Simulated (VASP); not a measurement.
# BaTiO3 in VASP: notebook

BaTiO3 is run at these levels: r2SCAN; tasks: single point.

All numbers are computed with VASP 6.6.1; they aren't measurements. Logs are shortened: lines on timing, memory, paths and dates and some standing lists are left out, and cuts for length are marked.

## 1. The cell of the first run

The structure is trigonal, space group R3m (No. 160). The conventional cell has a = 5.680 Å, b = 5.680 Å, c = 6.995 Å, α = 90.00°, β = 90.00°, γ = 120.00°. Ba (site symmetry 3m) has 12 O at 2.78 to 2.93 Å and 8 Ti at 3.40 to 3.59 Å within 3.7 Å. Within 2.5 Å of Ti (site symmetry 3m) lie 6 O at 1.87 to 2.16 Å. Within 2.5 Å of O (site symmetry m) lie 2 Ti at 1.87 to 2.16 Å.

## 2. Single point, r2SCAN

Contents of POSCAR:

```
BaTiO3
1.0
    2.8399125271      1.6396242620      2.3316938689
   -2.8399125271      1.6396242620      2.3316938689
    0.0000000000     -3.2792485240      2.3316938688
Ba Ti O
1 1 3
Direct
    0.0012849266      0.0012849266      0.0012849266
    0.5147591811      0.5147591811      0.5147591811
    0.4882121036      0.9786326851      0.4882121036
    0.4882121036      0.4882121036      0.9786326851
    0.9786326851      0.4882121036      0.4882121036
```

Contents of INCAR.step1:

```
ALGO = Normal
EDIFF = 1E-4
ENCUT = 520
GGA = PE
ISMEAR = 0
LASPH = T
LCHARG = F
LREAL = F
LWAVE = T
NBANDS = 28
NELM = 100
PREC = Accurate
SIGMA = 0.02
```

Contents of INCAR.step2:

```
ALGO = Normal
EDIFF = 1E-7
ENCUT = 520
ISIF = 2
ISMEAR = 0
ISTART = 1
LASPH = T
LCHARG = F
LMIXTAU = T
LREAL = F
LWAVE = F
METAGGA = R2SCAN
NBANDS = 28
NELM = 100
PREC = Accurate
SIGMA = 0.02
```

Contents of KPOINTS:

```
k-points
0
Gamma
  6 6 6
```

Potentials or basis: VASP PAW PBE potentials, release 64 (Ba_sv, Ti_sv, O).

Command:

```sh
> cat potpaw_PBE.64/Ba_sv/POTCAR potpaw_PBE.64/Ti_sv/POTCAR potpaw_PBE.64/O/POTCAR > POTCAR
> cp INCAR.step1 INCAR
> mpirun -np 1 vasp_std > vasp.out
> cp INCAR.step2 INCAR
> mpirun -np 1 vasp_std > vasp.out
```

OUTCAR:

```text
EDIFF = 1E-7
   ENCUT = 520
   ISIF = 2
   ISMEAR = 0
   ISTART = 1
   LASPH = T
   LREAL = F
   METAGGA = R2SCAN
   NELM = 100
   PREC = Accurate

 ion  position               nearest neighbor table
   1  0.001  0.001  0.001-   3 2.78   5 2.78   4 2.78   4 2.84   4 2.84   3 2.84   5 2.84   3 2.84
                             5 2.84   5 2.93   3 2.93   4 2.93   2 3.40   2 3.45   2 3.45   2 3.45
   2  0.515  0.515  0.515-   4 1.87   3 1.87   5 1.87   4 2.16   3 2.16   5 2.16   1 3.40   1 3.45
                             1 3.45   1 3.45   1 3.51   1 3.51   1 3.51   1 3.59
   3  0.488  0.979  0.488-   2 1.87   2 2.16   1 2.78   1 2.84   1 2.84   1 2.93
   4  0.488  0.488  0.979-   2 1.87   2 2.16   1 2.78   1 2.84   1 2.84   1 2.93
   5  0.979  0.488  0.488-   2 1.87   2 2.16   1 2.78   1 2.84   1 2.84   1 2.93

  LATTYP: Found a trigonal (rhomboedric) cell.
 ALAT       =     4.0237131086
 COS(alpha) =     0.0037096891

  Lattice vectors:

 A1 = (   2.8399125271,   1.6396242620,   2.3316938689)
 A2 = (  -2.8399125271,   1.6396242620,   2.3316938689)
 A3 = (   0.0000000000,  -3.2792485240,   2.3316938688)

Analysis of symmetry for initial positions (statically):
=====================================================================
 Subroutine PRICEL returns:
 Original cell was already a primitive cell.

 Routine SETGRP: Setting up the symmetry group for a
 trigonal (rhombohedral) supercell.

 Subroutine GETGRP returns: Found  6 space group operations
 (whereof  6 operations were pure point group operations)
 out of a pool of 12 trial point group operations.

The static configuration has the point symmetry C_3v.

Analysis of symmetry for dynamics (positions and initial velocities):
=====================================================================
 Subroutine PRICEL returns:
 Original cell was already a primitive cell.

 Routine SETGRP: Setting up the symmetry group for a
 trigonal (rhombohedral) supercell.

 Subroutine GETGRP returns: Found  6 space group operations
 (whereof  6 operations were pure point group operations)
 out of a pool of 12 trial point group operations.

The dynamic configuration has the point symmetry C_3v.

 Subroutine INISYM returns: Found  6 space group operations
 (whereof  6 operations are pure point group operations),
 and found     1 'primitive' translations

----------------------------------------------------------------------------------------

                                     Primitive cell

  volume of cell :      65.1436

  direct lattice vectors                    reciprocal lattice vectors
     2.839912527  1.639624262  2.331693869     0.176061761  0.101649305  0.142957589
    -2.839912527  1.639624262  2.331693869    -0.176061761  0.101649305  0.142957589
     0.000000000 -3.279248524  2.331693869     0.000000000 -0.203298610  0.142957589

  length of vectors
     4.023713109  4.023713109  4.023713109     0.248530073  0.248530073  0.248530073

  position of ions in fractional coordinates (direct lattice)
     0.001284927  0.001284927  0.001284927
     0.514759181  0.514759181  0.514759181
     0.488212104  0.978632685  0.488212104
     0.488212104  0.488212104  0.978632685
     0.978632685  0.488212104  0.488212104

  ion indices of the primitive-cell ions
   primitive index   ion index
                 1           1
                 2           2
                 3           3
                 4           4
                 5           5

----------------------------------------------------------------------------------------

 KPOINTS: k-points

Automatic generation of k-mesh.
 Grid dimensions read from file:
 generate k-points for:    6    6    6

 Generating k-lattice:

  Cartesian coordinates                     Fractional coordinates (reciprocal lattice)
     0.029343627  0.016941551  0.023826265     0.166666667 -0.000000000  0.000000000
    -0.029343627  0.016941551  0.023826265    -0.000000000  0.166666667  0.000000000
     0.000000000 -0.033883102  0.023826265    -0.000000000 -0.000000000  0.166666667

  Length of vectors
     0.041421679  0.041421679  0.041421679

  Shift w.r.t. Gamma in fractional coordinates (k-lattice)
     0.000000000  0.000000000  0.000000000

 Subroutine IBZKPT returns following result:
 ===========================================

 Found     32 irreducible k-points:

 Following reciprocal coordinates:
            Coordinates               Weight
  0.000000  0.000000  0.000000      1.000000
  0.166667  0.000000 -0.000000      6.000000
  0.333333  0.000000 -0.000000      6.000000
  0.500000  0.000000  0.000000      3.000000
  0.166667  0.166667 -0.000000      6.000000
  0.333333  0.166667 -0.000000     12.000000
[... 16 lines left out ...]
  0.500000  0.500000  0.166667      6.000000
 -0.333333  0.500000  0.166667     12.000000
 [... further k-points ...]
   k-points           NKPTS =     32   k-points in BZ     NKDIM =     32   number of bands    NBANDS=     28
[... 39 lines left out ...]
  Fermi-wavevector in a.u.,A,eV,Ry     =   1.391460  2.629479 26.343078  1.936162
  Thomas-Fermi vector in A             =   2.515297
   LORBIT       =      0    0 simple, 1 ext, 2 COOP (PROOUT), +10 PAW based schemes
   METAGGA = R2SCAN    functional components
   LHFCALC =     F    Hartree Fock is set to
   AEXX    =    0.0000 exact exchange contribution
   IVDW    =     0    specifies the selected vdW correction
   LEPSILON=     F    determine dielectric tensor
   LRPA    =     F    only Hartree local field effects (RPA)
 non-spin polarized calculation
 Gauss-broadening in eV      SIGMA  =   0.02
  energy-cutoff  :      520.00
  volume of cell :       65.14
 maximum number of plane-waves:      1776
 NGX is ok and might be reduce to    30
   NGX = 15   NGY = 15   NGZ = 15

 number of electron      40.0000006 magnetization

 Free energy of the ion-electron system (eV)
  ---------------------------------------------------
  ext. energy  EPLUGINS =         0.00000000
  ---------------------------------------------------
  free energy    TOTEN  =       -74.26830737 eV

  energy without entropy =      -74.26830737  energy(sigma->0) =      -74.26830737

 E-fermi :   3.4384     XC(G=0): -11.8067

 val. band max:        3.3387192054   @ k =   0.5000   0.5000   0.5000
 cond. band min:       6.1888639181   @ k =   0.0000   0.0000   0.0000
 fundamental gap:      2.8501447127
 Fermi energy:         3.4384058868

 k-point     1 :       0.0000    0.0000    0.0000
  band No.  band energies     occupation
      1     -55.1712      2.00000
      2     -30.3738      2.00000
      3     -30.3738      2.00000
      4     -30.3714      2.00000
      5     -22.1532      2.00000
      6     -14.4127      2.00000
[... 20 lines left out ...]
     27       8.9564      0.00000
     28      11.4491      0.00000

 k-point     2 :       0.1667    0.0000   -0.0000
  band No.  band energies     occupation
      1     -55.1709      2.00000
      2     -30.3870      2.00000
      3     -30.3734      2.00000
      4     -30.3716      2.00000
      5     -22.1243      2.00000
      6     -14.4294      2.00000
[... 20 lines left out ...]
     27       9.4859      0.00000
     28      12.0941      0.00000

 k-point     3 :       0.3333    0.0000   -0.0000
  band No.  band energies     occupation
      1     -55.1704      2.00000
      2     -30.4143      2.00000
      3     -30.3724      2.00000
      4     -30.3707      2.00000
      5     -22.0652      2.00000
      6     -14.5391      2.00000
[... 20 lines left out ...]
     27      10.7349      0.00000
     28      12.2960      0.00000

 k-point     4 :       0.5000    0.0000    0.0000
  band No.  band energies     occupation
      1     -55.1701      2.00000
      2     -30.4279      2.00000
      3     -30.3719      2.00000
      4     -30.3702      2.00000
      5     -22.0351      2.00000
      6     -14.6140      2.00000
[... 578 lines left out ...]
     27      11.4068      0.00000
     28      12.4700      0.00000

 k-point    23 :       0.5000    0.5000    0.1667
  band No.  band energies     occupation
      1     -55.1688      2.00000
      2     -30.4249      2.00000
      3     -30.4231      2.00000
      4     -30.3825      2.00000
      5     -21.9445      2.00000
      6     -13.9686      2.00000
[... 20 lines left out ...]
     27      12.4169      0.00000
     28      12.8326      0.00000

 k-point    24 :      -0.3333    0.5000    0.1667
  band No.  band energies     occupation
      1     -55.1691      2.00000
      2     -30.4249      2.00000
      3     -30.4108      2.00000
      4     -30.3829      2.00000
      5     -21.9627      2.00000
      6     -14.1193      2.00000
[... 20 lines left out ...]
     27      12.0729      0.00000
     28      12.5970      0.00000

 [... further k-points ...]

------------------------ aborting loop because EDIFF is reached ----------------------------------------

  FORCE on cell =-STRESS in cart. coord.  units (eV):
  Direction    XX          YY          ZZ          XY          YZ          ZX
  --------------------------------------------------------------------------------------
  -------------------------------------------------------------------------------------
  Total        0.8152596      0.8152596      0.7401469      0.0000000      0.0000000      0.0000000
  in kB       20.0509254     20.0509254     18.2035633      0.0000000      0.0000000      0.0000000
  external PRESSURE =      19.4351380 kB  Pullay stress =       0.0000000 kB

 VOLUME and BASIS-vectors are now :
 -----------------------------------------------------------------------------
  energy-cutoff  :      520.00
  volume of cell :       65.14
      direct lattice vectors                 reciprocal lattice vectors
     2.839912527  1.639624262  2.331693869     0.176061761  0.101649305  0.142957589
    -2.839912527  1.639624262  2.331693869    -0.176061761  0.101649305  0.142957589
     0.000000000 -3.279248524  2.331693869     0.000000000 -0.203298610  0.142957589

 POSITION                                       TOTAL-FORCE (eV/Angst)
 -----------------------------------------------------------------------------------
      0.00000      0.00000      0.00899         0.000000     -0.000000     -0.031615
      0.00000      0.00000      3.60078         0.000000     -0.000000     -0.175053
     -1.39275      0.80411      4.55859        -0.064534      0.037259      0.068889
      0.00000     -1.60821      4.55859         0.000000     -0.074518      0.068889
      1.39275      0.80411      4.55859         0.064534      0.037259      0.068889
 -----------------------------------------------------------------------------------
    total drift:                               -0.000000     -0.000001     -0.000750

  FREE ENERGIE OF THE ION-ELECTRON SYSTEM (eV)
  ---------------------------------------------------
  free  energy   TOTEN  =       -74.2683073708 eV

  energy  without entropy=      -74.2683073708  energy(sigma->0) =      -74.26830737
```

Wall time 4.2 min (1 thread of Intel Xeon 8259CL, shared host); peak memory 0.21 GiB.

What came out:

- Free energy: -74.2683 eV
- Pressure: 1.9 GPa
- Largest force: 0.175 eV/Å
- Band gap on the k mesh: 2.85 eV (least direct gap 3.31 eV)

Forces in eV/Å, atoms in the order of the input:
```
Ba   0.000  0.000 -0.032
Ti   0.000  0.000 -0.175
O   -0.065  0.037  0.069
O    0.000 -0.075  0.069
O    0.065  0.037  0.069
```

Caveat: the PAW data sets were made with another functional, which shifts forces and pressure a little; spin-orbit coupling is left out, which moves the levels of the heavy elements. A k mesh can miss the band edges.

## 3. Single point, r2SCAN

POSCAR is that of step 2.

Contents of INCAR.step1:

```
SYSTEM = BaTiO3
  PREC = Accurate
  ENCUT = 520
  ISMEAR = 0
  SIGMA = 0.02
  LREAL = .False.
  LASPH = .True.
  NELM = 60
  NBANDS = 28
  GGA = PE
  ALGO = Normal
  EDIFF = 1E-4
  LWAVE = .True.
  LCHARG = .False.
```

Contents of INCAR.step2:

```
SYSTEM = BaTiO3
  PREC = Accurate
  ENCUT = 520
  EDIFF = 1E-6
  ISMEAR = 0
  SIGMA = 0.02
  LREAL = .False.
  LASPH = .True.
  NELM = 60
  ALGO = Normal
  ISIF = 2
  LWAVE = .False.
  LCHARG = .False.
  METAGGA = R2SCAN
  LMIXTAU = .True.
  NBANDS = 28
  ISTART = 1
```

Contents of KPOINTS:

```
regular mesh
0
Gamma
  6 6 6
  0 0 0
```

Potentials or basis: VASP PAW PBE potentials, release 64 (Ba_sv, Ti_sv, O).

Command:

```sh
> cat potpaw_PBE.64/Ba_sv/POTCAR potpaw_PBE.64/Ti_sv/POTCAR potpaw_PBE.64/O/POTCAR > POTCAR
> cp INCAR.step1 INCAR
> mpirun -np 1 vasp_std > vasp.out
> cp INCAR.step2 INCAR
> mpirun -np 1 vasp_std > vasp.out
```

Run time: 3.4 min. Hardware: 1 thread of Intel Xeon 8259CL, shared host; peak memory 0.21 GiB.

The run converged. Its results:

```
Free energy            : -74.2683 eV
Pressure               : 1.9 GPa
Largest force          : 0.176 eV/Å
Band gap on the k mesh : 2.85 eV (least direct gap 3.31 eV)
```

Forces in eV/Å, atoms in the order of the input:
```
Ba   0.000  0.000 -0.031
Ti   0.000  0.000 -0.176
O   -0.064  0.037  0.069
O    0.000 -0.074  0.069
O    0.064  0.037  0.069
```

Stress tensor (GPa, compression positive):
```
1.98 0.00 0.00
0.00 1.98 0.00
0.00 0.00 1.80
```

Levels at points of the mesh, in eV from the valence-band top:
```csv
k point,band 17,band 18,band 19,band 20,band 21,band 22,band 23,band 24
"(0.00, 0.00, 0.00)",-1.07,-0.59,-0.46,-0.46,2.85,2.85,2.99,4.80
"(0.50, 0.00, 0.00)",-1.68,-1.58,-1.01,-0.89,3.01,4.14,4.27,4.77
"(0.50, 0.50, 0.00)",-1.66,-0.91,-0.86,-0.09,4.23,4.23,4.58,5.36
"(0.50, 0.50, 0.50)",-2.36,-0.02,-0.02,0.00,4.66,4.85,4.85,7.17
```

Caveat: the PAW data sets were made with another functional, which shifts forces and pressure a little; spin-orbit coupling is left out, which moves the levels of the heavy elements.

## 4. Single point, r2SCAN

This run uses another cell than the first one, of 10.34 Å³/atom.

Contents of POSCAR:

```
BaTiO3
1.0
    2.6341406099      1.5208217902      2.1507664244
   -2.6341406099      1.5208217902      2.1507664244
    0.0000000000     -3.0416435804      2.1507664243
Ba Ti O
1 1 3
Direct
   -0.0057781215     -0.0057781215     -0.0057781215
    0.4942226374      0.4942226374      0.4942226374
    0.4942177709      0.9942209423      0.4942177709
    0.4942177709      0.4942177709      0.9942209423
    0.9942209423      0.4942177709      0.4942177709
```

Contents of INCAR.step1:

```
SYSTEM = BaTiO3
  ALGO = Normal
  EDIFF = 1E-4
  ENCUT = 520
  GGA = PE
  ISMEAR = 0
  LASPH = .TRUE.
  LCHARG = .FALSE.
  LREAL = .FALSE.
  LWAVE = .TRUE.
  NBANDS = 28
  NELM = 100
  PREC = Accurate
  SIGMA = 0.02
```

Contents of INCAR.step2:

```
SYSTEM = BaTiO3
  ALGO = Normal
  EDIFF = 1E-7
  ENCUT = 520
  ISIF = 2
  ISMEAR = 0
  ISTART = 1
  LASPH = .TRUE.
  LCHARG = .TRUE.
  LELF = .TRUE.
  LMIXTAU = .TRUE.
  LREAL = .FALSE.
  LVHAR = .TRUE.
  LWAVE = .FALSE.
  METAGGA = R2SCAN
  NBANDS = 28
  NELM = 100
  PREC = Accurate
  SIGMA = 0.02
```

Contents of KPOINTS:

```
k-points
0
G
  8 8 8
  0 0 0
```

Command:

```sh
> cat potpaw_PBE.64/Ba_sv/POTCAR potpaw_PBE.64/Ti_sv/POTCAR potpaw_PBE.64/O/POTCAR > POTCAR
> cp INCAR.step1 INCAR
> mpirun -np 1 vasp_std > vasp.out
> cp INCAR.step2 INCAR
> mpirun -np 1 vasp_std > vasp.out
```

Wall time 3.2 min (1 thread of Intel Xeon 8259CL, shared host); peak memory 0.2 GiB.

Results (log left out):

| Quantity | Value |
| --- | --- |
| Free energy | -72.1220 eV |
| Pressure | 64.3 GPa |
| Band gap on the k mesh | 2.45 eV |

Levels at points of the mesh, in eV from the valence-band top:
```tsv
k point	band 17	band 18	band 19	band 20	band 21	band 22	band 23	band 24
(0.00, 0.00, 0.00)	-1.68	0.00	0.00	0.00	2.45	2.45	2.45	5.45
(0.50, 0.00, 0.00)	-2.17	-2.17	-0.80	-0.80	2.72	4.97	4.97	5.79
(0.50, 0.50, 0.00)	-1.70	-0.78	-0.78	-0.28	4.99	4.99	5.51	7.07
(0.50, 0.50, 0.50)	-2.24	-0.15	-0.15	-0.15	5.99	5.99	5.99	8.38
```

Caveat: the cell stands under pressure; the PAW data sets were made with another functional, which shifts forces and pressure a little; spin-orbit coupling is left out, which moves the levels of the heavy elements. A k mesh can miss the band edges.

## 5. Single point, r2SCAN

This run uses another cell than the first one, of 11.24 Å³/atom.

Contents of POSCAR:

```
BaTiO3
1.0
    2.7085309651      1.5637710818      2.2115202641
   -2.7085309651      1.5637710818      2.2115202641
    0.0000000000     -3.1275421636      2.2115202641
Ba Ti O
1 1 3
Direct
   -0.0057043018     -0.0057043018     -0.0057043018
    0.4943863195      0.4943863195      0.4943863195
    0.4941446647      0.9941296527      0.4941446647
    0.4941446647      0.4941446647      0.9941296527
    0.9941296527      0.4941446647      0.4941446647
```

Contents of INCAR.step1:

```
SYSTEM = BaTiO3
ALGO = Normal ; EDIFF = 1E-4
ENCUT = 520 ; GGA = PE
ISMEAR = 0 ; LASPH = .True.
LCHARG = .False. ; LREAL = .False.
LWAVE = .True. ; NBANDS = 28
NELM = 100 ; PREC = Accurate
SIGMA = 0.02
```

Contents of INCAR.step2:

```
SYSTEM = BaTiO3
ALGO = Normal ; EDIFF = 1E-6
ENCUT = 520 ; ISIF = 2
ISMEAR = 0 ; ISTART = 1
LASPH = .True. ; LCHARG = .True.
LELF = .True. ; LMIXTAU = .True.
LREAL = .False. ; LVHAR = .True.
LWAVE = .False. ; METAGGA = R2SCAN
NBANDS = 28 ; NELM = 100
PREC = Accurate ; SIGMA = 0.02
```

Contents of KPOINTS:

```
k-points
0
Gamma
  8 8 8
  0 0 0
```

Command:

```sh
> cat potpaw_PBE.64/Ba_sv/POTCAR potpaw_PBE.64/Ti_sv/POTCAR potpaw_PBE.64/O/POTCAR > POTCAR
> cp INCAR.step1 INCAR
> mpirun -np 1 vasp_std > vasp.out
> cp INCAR.step2 INCAR
> mpirun -np 1 vasp_std > vasp.out
```

It took 3.7 min on 1 thread of Intel Xeon 8259CL, shared host; peak memory 0.24 GiB.

Results (log left out):

| Item | Value |
| --- | --- |
| Free energy | -73.4723 eV |
| Pressure | 33.2 GPa |
| Largest force | 0.017 eV/Å |
| Band gap on the k mesh | 2.43 eV |

Forces in eV/Å, atoms in the order of the input:
```
Ba   0.000  0.000 -0.017
Ti   0.000  0.000  0.015
O   -0.012  0.007  0.001
O    0.000 -0.014  0.001
O    0.012  0.007  0.001
```

Levels at points of the mesh, in eV from the valence-band top:
```
           k point  band 17  band 18  band 19  band 20  band 21  band 22  band 23  band 24
(0.00, 0.00, 0.00)    -1.36     0.00     0.00     0.00     2.43     2.43     2.43     5.15
(0.50, 0.00, 0.00)    -1.97    -1.97    -0.72    -0.72     2.65     4.60     4.60     5.21
(0.50, 0.50, 0.00)    -1.68    -0.77    -0.77    -0.12     4.62     4.62     5.11     6.33
(0.50, 0.50, 0.50)    -2.28     0.00     0.00     0.00     5.48     5.48     5.48     8.07
```

Caveat: the cell stands under pressure; the PAW data sets were made with another functional, which shifts forces and pressure a little; spin-orbit coupling is left out, which moves the levels of the heavy elements. A k mesh can miss the band edges.

## 6. Summary

```csv
cell,k mesh,gap on the mesh (eV),pressure (GPa),largest force (eV/Å)
"a = 4.024 Å, angles 89.8°, 5 atoms, atomic positions A",6 × 6 × 6,2.85,1.9,0.18
"a = 3.725 Å, 5 atoms, atomic positions B",8 × 8 × 8,2.45,64.3,-
"a = 3.830 Å, 5 atoms, atomic positions C",8 × 8 × 8,2.43,33.2,0.02
```

Alike in all rows: task single point; level r2SCAN; potentials or basis VASP PAW PBE potentials, release 64 (Ba_sv, Ti_sv, O); no spin polarisation; cutoff (eV) 520; smearing gaussian 0.02 eV.

Caveats: the PAW data sets were made with another functional, which shifts forces and pressure a little; spin-orbit coupling is left out, which moves the levels of the heavy elements; the cell stands under pressure (at least some runs).

Total energies depend on the potentials used, so only differences within one code and one set of settings carry meaning.
